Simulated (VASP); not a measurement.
# GaP (I-4m2) in VASP: a series of runs

The runs below take GaP through single point, with PBE.

Everything below comes from runs of VASP 6.6.1. Logs are shortened: lines on timing, memory, paths and dates and some standing lists are left out, and cuts for length are marked.

## 1. The cell of the first run

Symmetry: I-4m2, No. 119, tetragonal system. The conventional cell has a = 3.990 Å, b = 3.990 Å, c = 5.780 Å, α = 90.00°, β = 90.00°, γ = 90.00°. Ga (site symmetry -4m2) has 4 P at 2.46 Å within 3.3 Å. Within 3.3 Å of P (site symmetry -4m2) lie 4 Ga at 2.46 Å.

## 2. Single point, PBE (strain +0.025 along x and y, +0.050 along z)

Contents of INCAR:

```
PREC = Accurate
ENCUT = 520
EDIFF = 1E-6
ISMEAR = 0
SIGMA = 0.05
LREAL = False
LASPH = True
NELM = 60
ALGO = Normal
ISIF = 2
LWAVE = False
LCHARG = False
GGA = PE
NBANDS = 16
```

Contents of KPOINTS:

```
Automatic mesh
0
Gamma
  8 8 8
```

Contents of POSCAR:

```
GaP
1.0
    0.0000000000      2.8213502327      2.8901636530
    2.8213502327      0.0000000000      2.8901636530
    2.8213502327      2.8213502327      0.0000000000
Ga P
1 1
Direct
    0.0000000000      0.0000000000      0.0000000000
    0.7500000000      0.7500000000      0.7500000000
```

Potentials or basis: VASP PAW PBE potentials, release 64 (Ga_d, P).

Started as:

```console
> cat potpaw_PBE.64/Ga_d/POTCAR potpaw_PBE.64/P/POTCAR > POTCAR
> mpirun -np 1 vasp_std > vasp.out
```

OUTCAR:

```text
PREC = Accurate
   ENCUT = 520
   EDIFF = 1E-6
   ISMEAR = 0
   LREAL = False
   LASPH = True
   NELM = 60
   ISIF = 2
   GGA = PE

 ion  position               nearest neighbor table
   1  0.000  0.000  0.000-   2 2.46   2 2.46   2 2.46   2 2.46
   2  0.750  0.750  0.750-   1 2.46   1 2.46   1 2.46   1 2.46

  LATTYP: Found a body centered tetragonal cell.
 ALAT       =     3.9899917633
 C/A-ratio  =     1.4487065761

  Lattice vectors:

 A1 = (  -2.8213502327,   0.0000000000,   2.8901636530)
 A2 = (   2.8213502327,   0.0000000000,   2.8901636530)
 A3 = (   0.0000000000,   2.8213502327,  -2.8901636530)

Analysis of symmetry for initial positions (statically):
=====================================================================
 Subroutine PRICEL returns:
 Original cell was already a primitive cell.

 Routine SETGRP: Setting up the symmetry group for a
 body centered tetragonal supercell.

 Subroutine GETGRP returns: Found  8 space group operations
 (whereof  8 operations were pure point group operations)
 out of a pool of 16 trial point group operations.

The static configuration has the point symmetry D_2d.

Analysis of symmetry for dynamics (positions and initial velocities):
=====================================================================
 Subroutine PRICEL returns:
 Original cell was already a primitive cell.

 Routine SETGRP: Setting up the symmetry group for a
 body centered tetragonal supercell.

 Subroutine GETGRP returns: Found  8 space group operations
 (whereof  8 operations were pure point group operations)
 out of a pool of 16 trial point group operations.

The dynamic configuration has the point symmetry D_2d.

 Subroutine INISYM returns: Found  8 space group operations
 (whereof  8 operations are pure point group operations),
 and found     1 'primitive' translations

----------------------------------------------------------------------------------------

                                     Primitive cell

  volume of cell :      46.0115

  direct lattice vectors                    reciprocal lattice vectors
     0.000000000  2.821350233  2.890163653    -0.177220111  0.177220111  0.173000584
     2.821350233  0.000000000  2.890163653     0.177220111 -0.177220111  0.173000584
     2.821350233  2.821350233  0.000000000     0.177220111  0.177220111 -0.173000584

  length of vectors
     4.038943312  4.038943312  3.989991763     0.304537579  0.304537579  0.304537579

  position of ions in fractional coordinates (direct lattice)
     0.000000000  0.000000000  0.000000000
     0.750000000  0.750000000  0.750000000

  ion indices of the primitive-cell ions
   primitive index   ion index
                 1           1
                 2           2

----------------------------------------------------------------------------------------

 KPOINTS: Automatic mesh

Automatic generation of k-mesh.
 Grid dimensions read from file:
 generate k-points for:    8    8    8

 Generating k-lattice:

  Cartesian coordinates                     Fractional coordinates (reciprocal lattice)
    -0.022152514  0.022152514  0.021625073     0.125000000  0.000000000  0.000000000
     0.022152514 -0.022152514  0.021625073     0.000000000  0.125000000  0.000000000
     0.022152514  0.022152514 -0.021625073    -0.000000000 -0.000000000  0.125000000

  Length of vectors
     0.038067197  0.038067197  0.038067197

  Shift w.r.t. Gamma in fractional coordinates (k-lattice)
     0.000000000  0.000000000  0.000000000

 Subroutine IBZKPT returns following result:
 ===========================================

 Found     59 irreducible k-points:

 Following reciprocal coordinates:
            Coordinates               Weight
  0.000000  0.000000  0.000000      1.000000
  0.125000  0.000000  0.000000      8.000000
  0.250000  0.000000  0.000000      8.000000
  0.375000 -0.000000  0.000000      8.000000
  0.500000  0.000000  0.000000      4.000000
  0.125000  0.125000  0.000000      2.000000
[... 16 lines left out ...]
  0.250000  0.000000  0.125000     16.000000
  0.375000 -0.000000  0.125000     16.000000
 [... further k-points ...]
   k-points           NKPTS =     59   k-points in BZ     NKDIM =     59   number of bands    NBANDS=     16
   number of dos      NEDOS =    301   number of ions     NIONS =      2
   total plane-waves  NPLWV =  27000
   dimension x,y,z NGX =    30 NGY =   30 NGZ =   30
   dimension x,y,z NGXF=    60 NGYF=   60 NGZF=   60
   ions per type =               1   1
   NGX,Y,Z   is equivalent  to a cutoff of  12.35, 12.35, 12.50 a.u.
   NGXF,Y,Z  is equivalent  to a cutoff of  24.70, 24.70, 25.00 a.u.
 SYSTEM =  unknown system
   PREC   = accura    normal or accurate (medium, high low for compatibility)
   ISTART =      0    job   : 0-new  1-cont  2-samecut
   ICHARG =      2    charge: 1-file 2-atom 10-const
   ISPIN  =      1    spin polarized calculation?
   LNONCOLLINEAR =      F non collinear calculations
   LSORBIT =      F    spin-orbit coupling
   LASPH  =      T    aspherical Exc in radial PAW
   ENCUT  =  520.0 eV  38.22 Ry    6.18 a.u.   7.51  7.51  7.42*2*pi/ulx,y,z
   NELM   =     60;   NELMIN=  2; NELMDL= -5     # of ELM steps
   EDIFF  = 0.1E-05   stopping-criterion for ELM
   LREAL  =      F    real-space projection
   EDIFFG = 0.1E-04   stopping-criterion for IOM
   NSW    =      0    number of steps for IOM
   IBRION =     -1    ionic relax: 0-MD 1-quasi-New 2-CG
   NFREE  =      0    steps in history (QN), initial steepest desc. (CG)
   ISIF   =      2    stress and relaxation
   ISYM   =      2    0-nonsym 1-usesym 2-fastsym
   POTIM  = 0.5000    time-step for ionic-motion
   TEBEG  =    0.0;   TEEND  =   0.0 temperature during run
   PSTRESS=    0.0 pullay stress
   NELECT =      18.0000    total number of electrons
   NUPDOWN=      -1.0000    fix difference up-down
   EMIN   =  10.00;   EMAX   =-10.00  energy-range for DOS
   EFERMI =   0.00;   METHOD = LEGACY
   ISMEAR =     0;   SIGMA  =   0.05  broadening in eV -4-tet -1-fermi 0-gaus
   EFERMI_NEDOS =   21; number of points for ismear=-14 and -15
   IALGO  =     38    algorithm
   IMIX   =      4    mixing-type and parameters
     AMIX     =   0.40;   BMIX     =  1.00
     AMIX_MAG =   1.60;   BMIX_MAG =  1.00
  volume/ion in A,a.u.               =      23.01       155.25
  Fermi-wavevector in a.u.,A,eV,Ry     =   1.197320  2.262606 19.504970  1.433575
  Thomas-Fermi vector in A             =   2.333238
   LORBIT       =      0    0 simple, 1 ext, 2 COOP (PROOUT), +10 PAW based schemes
   GGA     = PE    functional components
   LHFCALC =     F    Hartree Fock is set to
   AEXX    =    0.0000 exact exchange contribution
   IVDW    =     0    specifies the selected vdW correction
   LEPSILON=     F    determine dielectric tensor
   LRPA    =     F    only Hartree local field effects (RPA)
 non-spin polarized calculation
 Gauss-broadening in eV      SIGMA  =   0.05
  energy-cutoff  :      520.00
  volume of cell :       46.01
 maximum number of plane-waves:      1263
   NGX = 15   NGY = 15   NGZ = 15

 number of electron      17.9999990 magnetization

 Free energy of the ion-electron system (eV)
  ---------------------------------------------------
  ext. energy  EPLUGINS =         0.00000000
  ---------------------------------------------------
  free energy    TOTEN  =        -9.03432656 eV

  energy without entropy =       -9.03432656  energy(sigma->0) =       -9.03432656

 E-fermi :   3.7412     XC(G=0):  -9.2621

 val. band max:        3.4752638911   @ k =   0.0000   0.0000   0.0000
 cond. band min:       4.2291131666   @ k =   0.0000   0.0000   0.0000
 fundamental gap:      0.7538492755
 Fermi energy:         3.7412016901

 k-point     1 :       0.0000    0.0000    0.0000
  band No.  band energies     occupation
      1     -10.9632      2.00000
      2     -10.9560      2.00000
      3     -10.9560      2.00000
      4     -10.8950      2.00000
      5     -10.8897      2.00000
      6      -8.1680      2.00000
[... 8 lines left out ...]
     15      12.8275      0.00000
     16      13.2341      0.00000

 k-point     2 :       0.1250    0.0000    0.0000
  band No.  band energies     occupation
      1     -10.9667      2.00000
      2     -10.9567      2.00000
      3     -10.9531      2.00000
      4     -10.8951      2.00000
      5     -10.8895      2.00000
      6      -7.9976      2.00000
[... 8 lines left out ...]
     15      12.5649      0.00000
     16      12.6325      0.00000

 k-point     3 :       0.2500    0.0000    0.0000
  band No.  band energies     occupation
      1     -10.9829      2.00000
      2     -10.9510      2.00000
      3     -10.9467      2.00000
      4     -10.8946      2.00000
      5     -10.8882      2.00000
      6      -7.5173      2.00000
[... 8 lines left out ...]
     15      12.3534      0.00000
     16      13.0312      0.00000

 k-point     4 :       0.3750   -0.0000    0.0000
  band No.  band energies     occupation
      1     -10.9991      2.00000
      2     -10.9459      2.00000
      3     -10.9418      2.00000
      4     -10.8926      2.00000
      5     -10.8854      2.00000
      6      -6.8663      2.00000
[... 8 lines left out ...]
     15      13.2825      0.00000
     16      13.3889      0.00000
[... 324 lines left out ...]
 k-point    22 :       0.1250    0.0000    0.1250
  band No.  band energies     occupation
      1     -10.9691      2.00000
      2     -10.9568      2.00000
      3     -10.9504      2.00000
      4     -10.8969      2.00000
      5     -10.8881      2.00000
      6      -7.9375      2.00000
[... 8 lines left out ...]
     15      12.8727      0.00000
     16      13.1709      0.00000

 k-point    23 :       0.2500    0.0000    0.1250
  band No.  band energies     occupation
      1     -10.9838      2.00000
      2     -10.9497      2.00000
      3     -10.9445      2.00000
      4     -10.8987      2.00000
      5     -10.8861      2.00000
      6      -7.5554      2.00000
[... 8 lines left out ...]
     15      13.1780      0.00000
     16      13.9859      0.00000

 k-point    24 :       0.3750   -0.0000    0.1250
  band No.  band energies     occupation
      1     -10.9988      2.00000
      2     -10.9437      2.00000
      3     -10.9396      2.00000
      4     -10.8978      2.00000
      5     -10.8841      2.00000
      6      -6.9427      2.00000
[... 8 lines left out ...]
     15      13.7761      0.00000
     16      14.0680      0.00000

 [... further k-points ...]
[... 5 lines left out ...]
  --------------------------------------------------------------------------------------
  -------------------------------------------------------------------------------------
  Total       -1.5645197     -1.5645197     -2.0637721      0.0000000     -0.0000000      0.0000000
  in kB      -54.4785061    -54.4785061    -71.8630908      0.0000000     -0.0000000      0.0000000
  external PRESSURE =     -60.2733677 kB  Pullay stress =       0.0000000 kB

 VOLUME and BASIS-vectors are now :
 -----------------------------------------------------------------------------
  energy-cutoff  :      520.00
  volume of cell :       46.01
      direct lattice vectors                 reciprocal lattice vectors
     0.000000000  2.821350233  2.890163653    -0.177220111  0.177220111  0.173000584
     2.821350233  0.000000000  2.890163653     0.177220111 -0.177220111  0.173000584
     2.821350233  2.821350233  0.000000000     0.177220111  0.177220111 -0.173000584

 POSITION                                       TOTAL-FORCE (eV/Angst)
 -----------------------------------------------------------------------------------
      0.00000      0.00000      0.00000         0.000000      0.000000     -0.000000
      4.23203      4.23203      4.33525         0.000000      0.000000      0.000000
 -----------------------------------------------------------------------------------
    total drift:                               -0.000002     -0.000002     -0.000002

  FREE ENERGIE OF THE ION-ELECTRON SYSTEM (eV)
  ---------------------------------------------------
  free  energy   TOTEN  =        -9.0343265622 eV

  energy  without entropy=       -9.0343265622  energy(sigma->0) =       -9.03432656
```

It took 48 s on 1 thread of AMD EPYC 7R43 (Zen 3), shared host; peak memory 0.15 GiB.

What came out:

```yaml
Free_energy: -9.0343 eV
Pressure: -6.0 GPa
Band_gap_on_the_k_mesh: 0.75 eV, direct
```

Stress tensor (GPa, compression positive):
```
-5.45  0.00  0.00
 0.00 -5.45  0.00
 0.00  0.00 -7.19
```

Levels at points of the mesh, in eV from the valence-band top:
```
           k point  band 6  band 7  band 8  band 9  band 10  band 11  band 12  band 13
(0.00, 0.00, 0.00)  -11.64   -0.13    0.00    0.00     0.75     3.84     3.84     3.89
(0.50, 0.00, 0.00)   -9.97   -6.01   -1.07   -0.90     1.24     4.62     4.76     7.93
(0.50, 0.50, 0.00)   -9.29   -6.33   -2.21   -2.21     1.95     1.99     9.60     9.60
(0.50, 0.00, 0.50)   -9.21   -6.19   -2.36   -2.35     1.78     1.81     9.55     9.60
```

Caveat: the cell differs from its parent crystal (strain +0.025 along x and y, +0.050 along z).

(Part 1 of 2 ends here.)
